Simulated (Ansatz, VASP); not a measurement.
H3CCl: VASP beside Ansatz

```
C Cl H
1.0
     8.95284    0.00000    0.00000
     0.00000    8.95284    0.00000
     0.00000    0.00000    8.95284
C Cl H
6 6 18
Cartesian
  1.6037 5.4830 2.0602
  6.9451 1.9925 8.5823
  0.4342 3.7921 5.0002
  8.4526 8.7686 5.9149
  4.4424 8.1883 7.4975
  6.9768 5.4150 7.4743
  0.7790 3.9695 1.5623
  6.3751 1.8206 10.2642
  1.0401 3.3487 6.6325
  8.9619 8.7474 4.2021
  3.3872 8.3232 8.9383
  6.4238 5.6653 9.1548
  0.8450 6.1976 2.4016
  2.2947 5.2445 2.8759
  2.1546 5.8803 1.2059
  7.6186 2.8497 8.5189
  7.4845 1.0839 8.3093
  6.0766 2.1399 7.9240
  0.1829 4.8597 5.0036
  1.2218 3.5860 4.2740
  -0.4489 3.1842 4.7633
  7.4336 9.1669 5.9640
  8.4786 7.7436 6.3036
  9.1420 9.4060 6.4829
  5.3720 8.7475 7.6882
  4.6693 7.1301 7.3394
  3.9094 8.6107 6.6289
  6.9754 6.3843 6.9638
  7.9894 4.9910 7.4944
  6.2837 4.7286 6.9696
```

Alike in both runs: functional PBE; k mesh 1 × 1 × 1; occupations fermi-dirac, width 0.02 eV; no spin polarisation.

Ansatz relaxed the structure, and its values are those at the end. VASP's run is a single point on that final structure, the one shown.

```csv
,VASP,Ansatz
version,VASP 6.6.1,Ansatz 0.2.0
potentials or method,"VASP PAW PBE potentials, release 64 (C_h, Cl, H_h), cutoff 910 eV","scalar-relativistic, plane waves, PAW"
valence electrons in the cell,84,84
```

|  | VASP | Ansatz | Ansatz less VASP |
| --- | --- | --- | --- |
| gap on the k mesh at the Fermi level (eV) | 5.19 | 5.18 | -0.018 |
| rms of the force components (eV/Å) | 0.073 | 0.074 | +0.0006 |

Ansatz's warnings: xc potential rough in thin density.

Noted on VASP's run: the cutoff is short for stress, so the pressure is rough.
